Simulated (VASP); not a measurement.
Here is a VASP 6.6.1 calculation.

The input INCAR:

```
PREC     = Accurate       # precision mode
ENCUT    = 520            # plane-wave cutoff, eV
EDIFF    = 1E-7           # SCF threshold, eV
ISMEAR   = 0              # smearing method
SIGMA    = 0.03           # smearing width, eV
LREAL    = False          # projectors in reciprocal space
LASPH    = True           # aspherical terms in the spheres
NELM     = 80             # most SCF steps
ALGO     = Normal         # electronic algorithm
ISIF     = 2              # what is computed and relaxed
LWAVE    = False          # write WAVECAR
LCHARG   = True           # write CHGCAR
LELF     = True           # ELF
LVHAR    = True         
NBANDS   = 16             # bands
```

The input KPOINTS:

```
regular mesh
0
Gamma
  12 12 6
```

Contents of POSCAR:

```
Si
1.0
    3.8019755419      0.0000000000      0.0000000000
   -1.9009877710      3.2926074038      0.0000000000
    0.0000000000      0.0000000000      6.2891200223
Si
4
Direct
    0.3642912293      0.6960477798      0.0617738623
    0.6532425164      0.3161391612      0.5620295239
    0.3222173309      0.6758673633      0.4433448131
    0.6602489234      0.3119456956      0.9328518007
```

Potentials or basis: VASP PAW LDA potentials, release 64 (Si).

Command:

```bash
$ cat potpaw_LDA.64/Si/POTCAR > POTCAR
$ mpirun -np 1 vasp_std > vasp.out
```

Q: What does it give for the largest force?

A: 2.526 eV/Å.

Q: Predict the pressure.

A: 1.0 GPa.

Q: What does it give for the band gap on the k mesh?

A: Zero (band 8 reaches 6.69 eV, above the bottom of band 9 at 6.27 eV).

Forces in eV/Å, atoms in the order of the input:
```
Si  -0.424 -2.424  0.572
Si  -0.437  1.204  0.201
Si   0.526 -1.169 -0.790
Si   0.336  2.389  0.017
```

Caveat: the cell differs from its parent crystal (atoms moved at random); forces of over 1 eV/Å act on the atoms, so gaps and moduli don't describe the material at rest.
